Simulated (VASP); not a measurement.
# LiY3 in VASP: further runs

LiY3 is run at these levels: PBEsol, r2SCAN; tasks: single point.

Program: VASP 6.6.1. These are calculated values, not measurements. Logs are shortened: lines on timing, memory, paths and dates and some standing lists are left out, and cuts for length are marked.

**1. The cell of the first run**

The structure is tetragonal, space group I4mm (No. 107). The conventional cell has a = 5.515 Å, b = 5.515 Å, c = 7.800 Å, α = 90.00°, β = 90.00°, γ = 90.00°. Li (site symmetry 4mm) has 14 Y at 3.38 to 3.99 Å within 4.4 Å. Y (site symmetry 2mm) has 10 Y at 3.33 to 3.90 Å and 4 Li at 3.38 Å within 4.4 Å. Y (site symmetry 4mm) has 8 Y at 3.33 to 3.43 Å and 6 Li at 3.81 to 3.99 Å within 4.4 Å.

**2. Single point, PBEsol (one atom moved)**

INCAR

```
ALGO = Normal
EDIFF = 1E-6
ENCUT = 520
GGA = PS
ISIF = 2
ISMEAR = 0
LASPH = True
LCHARG = False
LREAL = False
LWAVE = False
NBANDS = 26
NELM = 100
PREC = Accurate
SIGMA = 0.1
```

KPOINTS

```
k-points
0
Gamma
  8 8 8
```

POSCAR

```
LiY3
1.0
    0.0000000000      3.8998520000      3.8998520000
    3.8998520000      0.0000000000      3.8998520000
    3.8998520000      3.8998520000      0.0000000000
Li Y
1 3
Direct
    0.0000000000      0.0000000000      0.0000000000
    0.2500000000      0.2500000000      0.2500000000
    0.7500000000      0.7500000000      0.7500000000
    0.4884611006      0.5115388994      0.5115388994
```

Potentials or basis: VASP PAW PBE potentials, release 64 (Li_sv, Y_sv).

Launch:

```console
> cat potpaw_PBE.64/Li_sv/POTCAR potpaw_PBE.64/Y_sv/POTCAR > POTCAR
> mpirun -np 1 vasp_std > vasp.out
```

OUTCAR:

```text
EDIFF = 1E-6
   ENCUT = 520
   GGA = PS
   ISIF = 2
   ISMEAR = 0
   LASPH = True
   LREAL = False
   NELM = 100
   PREC = Accurate

 ion  position               nearest neighbor table
   1  0.000  0.000  0.000-   2 3.38   3 3.38   3 3.38   3 3.38   3 3.38   2 3.38   2 3.38   2 3.38

   2  0.250  0.250  0.250-   4 3.33   4 3.33   1 3.38   1 3.38   1 3.38   1 3.38   4 3.43   4 3.43
                             3 3.90   3 3.90   3 3.90   3 3.90   3 3.90   3 3.90
   3  0.750  0.750  0.750-   4 3.33   4 3.33   1 3.38   1 3.38   1 3.38   1 3.38   4 3.43   4 3.43
                             2 3.90   2 3.90   2 3.90   2 3.90   2 3.90   2 3.90
   4  0.488  0.512  0.512-   2 3.33   2 3.33   3 3.33   3 3.33   2 3.43   3 3.43   3 3.43   2 3.43

  LATTYP: Found a face centered cubic cell.
 ALAT       =     7.7997040000

  Lattice vectors:

 A1 = (   0.0000000000,   3.8998520000,   3.8998520000)
 A2 = (   3.8998520000,   0.0000000000,   3.8998520000)
 A3 = (   3.8998520000,   3.8998520000,   0.0000000000)

Analysis of symmetry for initial positions (statically):
=====================================================================
 Subroutine PRICEL returns:
 Original cell was already a primitive cell.

 Routine SETGRP: Setting up the symmetry group for a
 face centered cubic supercell.

 Subroutine GETGRP returns: Found  8 space group operations
 (whereof  8 operations were pure point group operations)
 out of a pool of 48 trial point group operations.

The static configuration has the point symmetry C_4v.

Analysis of symmetry for dynamics (positions and initial velocities):
=====================================================================
 Subroutine PRICEL returns:
 Original cell was already a primitive cell.

 Routine SETGRP: Setting up the symmetry group for a
 face centered cubic supercell.

 Subroutine GETGRP returns: Found  8 space group operations
 (whereof  8 operations were pure point group operations)
 out of a pool of 48 trial point group operations.

The dynamic configuration has the point symmetry C_4v.

 Subroutine INISYM returns: Found  8 space group operations
 (whereof  8 operations are pure point group operations),
 and found     1 'primitive' translations

----------------------------------------------------------------------------------------

                                     Primitive cell

  volume of cell :     118.6245

  direct lattice vectors                    reciprocal lattice vectors
     0.000000000  3.899852000  3.899852000    -0.128209994  0.128209994  0.128209994
     3.899852000  0.000000000  3.899852000     0.128209994 -0.128209994  0.128209994
     3.899852000  3.899852000  0.000000000     0.128209994  0.128209994 -0.128209994

  length of vectors
     5.515223590  5.515223590  5.515223590     0.222066223  0.222066223  0.222066223

  position of ions in fractional coordinates (direct lattice)
     0.000000000  0.000000000  0.000000000
     0.250000000  0.250000000  0.250000000
     0.750000000  0.750000000  0.750000000
     0.488461101  0.511538899  0.511538899

  ion indices of the primitive-cell ions
   primitive index   ion index
                 1           1
                 2           2
                 3           3
                 4           4

----------------------------------------------------------------------------------------

 KPOINTS: k-points

Automatic generation of k-mesh.
 Grid dimensions read from file:
 generate k-points for:    8    8    8

 Generating k-lattice:

  Cartesian coordinates                     Fractional coordinates (reciprocal lattice)
    -0.016026249  0.016026249  0.016026249     0.125000000  0.000000000  0.000000000
     0.016026249 -0.016026249  0.016026249     0.000000000  0.125000000  0.000000000
     0.016026249  0.016026249 -0.016026249     0.000000000  0.000000000  0.125000000

  Length of vectors
     0.027758278  0.027758278  0.027758278

  Shift w.r.t. Gamma in fractional coordinates (k-lattice)
     0.000000000  0.000000000  0.000000000

 Subroutine IBZKPT returns following result:
 ===========================================

 Found     59 irreducible k-points:

 Following reciprocal coordinates:
            Coordinates               Weight
  0.000000  0.000000  0.000000      1.000000
  0.125000  0.000000  0.000000      8.000000
  0.250000  0.000000  0.000000      8.000000
  0.375000  0.000000  0.000000      8.000000
  0.500000  0.000000  0.000000      4.000000
  0.125000  0.125000  0.000000      4.000000
[... 16 lines left out ...]
  0.000000  0.375000  0.250000      8.000000
  0.500000  0.250000  0.000000     16.000000
 [... further k-points ...]
   k-points           NKPTS =     59   k-points in BZ     NKDIM =     59   number of bands    NBANDS=     26
   number of dos      NEDOS =    301   number of ions     NIONS =      4
   total plane-waves  NPLWV =  74088
   dimension x,y,z NGX =    42 NGY =   42 NGZ =   42
   dimension x,y,z NGXF=    84 NGYF=   84 NGZF=   84
   ions per type =               1   3
   NGX,Y,Z   is equivalent  to a cutoff of  12.66, 12.66, 12.66 a.u.
   NGXF,Y,Z  is equivalent  to a cutoff of  25.32, 25.32, 25.32 a.u.
 SYSTEM =  unknown system
   PREC   = accura    normal or accurate (medium, high low for compatibility)
   ISTART =      0    job   : 0-new  1-cont  2-samecut
   ICHARG =      2    charge: 1-file 2-atom 10-const
   ISPIN  =      1    spin polarized calculation?
   LNONCOLLINEAR =      F non collinear calculations
   LSORBIT =      F    spin-orbit coupling
   LASPH  =      T    aspherical Exc in radial PAW
   ENCUT  =  520.0 eV  38.22 Ry    6.18 a.u.  10.25 10.25 10.25*2*pi/ulx,y,z
   NELM   =    100;   NELMIN=  2; NELMDL= -5     # of ELM steps
   EDIFF  = 0.1E-05   stopping-criterion for ELM
   LREAL  =      F    real-space projection
   EDIFFG = 0.1E-04   stopping-criterion for IOM
   NSW    =      0    number of steps for IOM
   IBRION =     -1    ionic relax: 0-MD 1-quasi-New 2-CG
   NFREE  =      0    steps in history (QN), initial steepest desc. (CG)
   ISIF   =      2    stress and relaxation
   ISYM   =      2    0-nonsym 1-usesym 2-fastsym
   POTIM  = 0.5000    time-step for ionic-motion
   TEBEG  =    0.0;   TEEND  =   0.0 temperature during run
   PSTRESS=    0.0 pullay stress
   NELECT =      36.0000    total number of electrons
   NUPDOWN=      -1.0000    fix difference up-down
   EMIN   =  10.00;   EMAX   =-10.00  energy-range for DOS
   EFERMI =   0.00;   METHOD = LEGACY
   ISMEAR =     0;   SIGMA  =   0.10  broadening in eV -4-tet -1-fermi 0-gaus
   EFERMI_NEDOS =   21; number of points for ismear=-14 and -15
   IALGO  =     38    algorithm
   IMIX   =      4    mixing-type and parameters
     AMIX     =   0.40;   BMIX     =  1.00
     AMIX_MAG =   1.60;   BMIX_MAG =  1.00
  volume/ion in A,a.u.               =      29.66       200.13
  Fermi-wavevector in a.u.,A,eV,Ry     =   1.100147  2.078977 16.467462  1.210324
  Thomas-Fermi vector in A             =   2.236554
   LORBIT       =      0    0 simple, 1 ext, 2 COOP (PROOUT), +10 PAW based schemes
   GGA     = PS    functional components
   LHFCALC =     F    Hartree Fock is set to
   AEXX    =    0.0000 exact exchange contribution
   IVDW    =     0    specifies the selected vdW correction
   LEPSILON=     F    determine dielectric tensor
   LRPA    =     F    only Hartree local field effects (RPA)
 non-spin polarized calculation
 Gauss-broadening in eV      SIGMA  =   0.10
  energy-cutoff  :      520.00
  volume of cell :      118.62
 maximum number of plane-waves:      3250
 NGX is ok and might be reduce to    42
   NGX = 21   NGY = 21   NGZ = 21

 number of electron      36.0000009 magnetization

 Free energy of the ion-electron system (eV)
  ---------------------------------------------------
  ext. energy  EPLUGINS =         0.00000000
  ---------------------------------------------------
  free energy    TOTEN  =       -21.61800588 eV

  energy without entropy =      -21.59771866  energy(sigma->0) =      -21.60786227

 E-fermi :   2.5199     XC(G=0):  -9.1212

 val. band max:        2.5192524937   @ k =   0.0000   0.2500   0.1250
 cond. band min:       2.5246481787   @ k =   0.2500   0.1250   0.0000
 fundamental gap:      0.0053956850
 Fermi energy:         2.5199106863

 k-point     1 :       0.0000    0.0000    0.0000
  band No.  band energies     occupation
      1     -42.4824      2.00000
      2     -40.3618      2.00000
      3     -40.3192      2.00000
      4     -40.1490      2.00000
      5     -20.4521      2.00000
      6     -20.4521      2.00000
[... 18 lines left out ...]
     25       5.9564      0.00000
     26       6.4772      0.00000

 k-point     2 :       0.1250    0.0000    0.0000
  band No.  band energies     occupation
      1     -42.4825      2.00000
      2     -40.3590      2.00000
      3     -40.3200      2.00000
      4     -40.1511      2.00000
      5     -20.4773      2.00000
      6     -20.4644      2.00000
[... 18 lines left out ...]
     25       5.6903      0.00000
     26       6.4892      0.00000

 k-point     3 :       0.2500    0.0000    0.0000
  band No.  band energies     occupation
      1     -42.4825      2.00000
      2     -40.3516      2.00000
      3     -40.3224      2.00000
      4     -40.1562      2.00000
      5     -20.4964      2.00000
      6     -20.4870      2.00000
[... 18 lines left out ...]
     25       5.1265      0.00000
     26       6.3945      0.00000

 k-point     4 :       0.3750    0.0000    0.0000
  band No.  band energies     occupation
      1     -42.4824      2.00000
      2     -40.3424      2.00000
      3     -40.3263      2.00000
      4     -40.1617      2.00000
      5     -20.5047      2.00000
      6     -20.5014      2.00000
[... 18 lines left out ...]
     25       4.5808      0.00000
     26       6.3787      0.00000

 k-point     5 :       0.5000    0.0000    0.0000
  band No.  band energies     occupation
      1     -42.4824      2.00000
      2     -40.3363      2.00000
      3     -40.3301      2.00000
      4     -40.1641      2.00000
      5     -20.5111      2.00000
      6     -20.5051      2.00000
[... 18 lines left out ...]
     25       4.3418      0.00000
     26       6.3197      0.00000

 k-point     6 :       0.1250    0.1250    0.0000
  band No.  band energies     occupation
      1     -42.4825      2.00000
      2     -40.3581      2.00000
      3     -40.3202      2.00000
      4     -40.1518      2.00000
      5     -20.4841      2.00000
      6     -20.4826      2.00000
[... 427 lines left out ...]
 k-point    21 :       0.0000    0.2500    0.2500
  band No.  band energies     occupation
      1     -42.4825      2.00000
      2     -40.3489      2.00000
      3     -40.3228      2.00000
      4     -40.1586      2.00000
      5     -20.5363      2.00000
      6     -20.5363      2.00000
[... 18 lines left out ...]
     25       5.5111      0.00000
     26       5.5543      0.00000

 k-point    22 :       0.3750    0.2500    0.0000
  band No.  band energies     occupation
      1     -42.4824      2.00000
      2     -40.3421      2.00000
      3     -40.3247      2.00000
      4     -40.1636      2.00000
      5     -20.5534      2.00000
      6     -20.5452      2.00000
[... 18 lines left out ...]
     25       5.3890      0.00000
     26       5.4840      0.00000

 k-point    23 :       0.0000    0.3750    0.2500
  band No.  band energies     occupation
      1     -42.4824      2.00000
      2     -40.3426      2.00000
      3     -40.3247      2.00000
      4     -40.1631      2.00000
      5     -20.5537      2.00000
      6     -20.5500      2.00000
[... 18 lines left out ...]
     25       5.4051      0.00000
     26       5.4221      0.00000

 k-point    24 :       0.5000    0.2500    0.0000
  band No.  band energies     occupation
      1     -42.4824      2.00000
      2     -40.3355      2.00000
      3     -40.3278      2.00000
      4     -40.1672      2.00000
      5     -20.5590      2.00000
      6     -20.5368      2.00000
[... 18 lines left out ...]
     25       4.9585      0.00000
     26       5.6429      0.00000

 [... further k-points ...]

------------------------ aborting loop because EDIFF is reached ----------------------------------------

  FORCE on cell =-STRESS in cart. coord.  units (eV):
  Direction    XX          YY          ZZ          XY          YZ          ZX
  --------------------------------------------------------------------------------------
  -------------------------------------------------------------------------------------
  Total       -1.1980159     -1.1587565     -1.1587565      0.0000000      0.0000000      0.0000000
  in kB      -16.1807560    -15.6505057    -15.6505057      0.0000000      0.0000000      0.0000000
  external PRESSURE =     -15.8272558 kB  Pullay stress =       0.0000000 kB

 VOLUME and BASIS-vectors are now :
 -----------------------------------------------------------------------------
  energy-cutoff  :      520.00
  volume of cell :      118.62
      direct lattice vectors                 reciprocal lattice vectors
     0.000000000  3.899852000  3.899852000    -0.128209994  0.128209994  0.128209994
     3.899852000  0.000000000  3.899852000     0.128209994 -0.128209994  0.128209994
     3.899852000  3.899852000  0.000000000     0.128209994  0.128209994 -0.128209994

 POSITION                                       TOTAL-FORCE (eV/Angst)
 -----------------------------------------------------------------------------------
      0.00000      0.00000      0.00000        -0.017540      0.000000      0.000000
      1.94993      1.94993      1.94993         0.146219     -0.000000     -0.000000
      5.84978      5.84978      5.84978         0.146219      0.000000      0.000000
      3.98985      3.89985      3.89985        -0.274898      0.000000      0.000000
 -----------------------------------------------------------------------------------
    total drift:                               -0.000009     -0.000000     -0.000000

  FREE ENERGIE OF THE ION-ELECTRON SYSTEM (eV)
  ---------------------------------------------------
  free  energy   TOTEN  =       -21.6180058790 eV

  energy  without entropy=      -21.5977186568  energy(sigma->0) =      -21.60786227
```

Run time: 2.1 min. Hardware: 1 thread of Intel Xeon 6975P-C (Granite Rapids), shared host; peak memory 0.36 GiB.

Results:

| Property | Result |
| --- | --- |
| Free energy | -21.6180 eV |
| Largest force | 0.275 eV/Å |
| Band gap on the k mesh | zero (bands 18 and 19 overlap by 0.79 eV) |

Forces on the atoms (eV/Å):
```
Li  -0.018  0.000  0.000
Y    0.146  0.000  0.000
Y    0.146  0.000  0.000
Y   -0.275  0.000  0.000
```

Caveat: the cell differs from its parent crystal (one atom moved); the cutoff is under 1.25 times the usual one of these potentials, so pressure, stress and relaxed cells hold a basis-set (Pulay) error; the PAW data sets were made with another functional, which shifts forces and pressure a little.

(Continued in part 2 of 2.)

The gap in the log of VASP goes by the Fermi energy; the results here count the filled bands.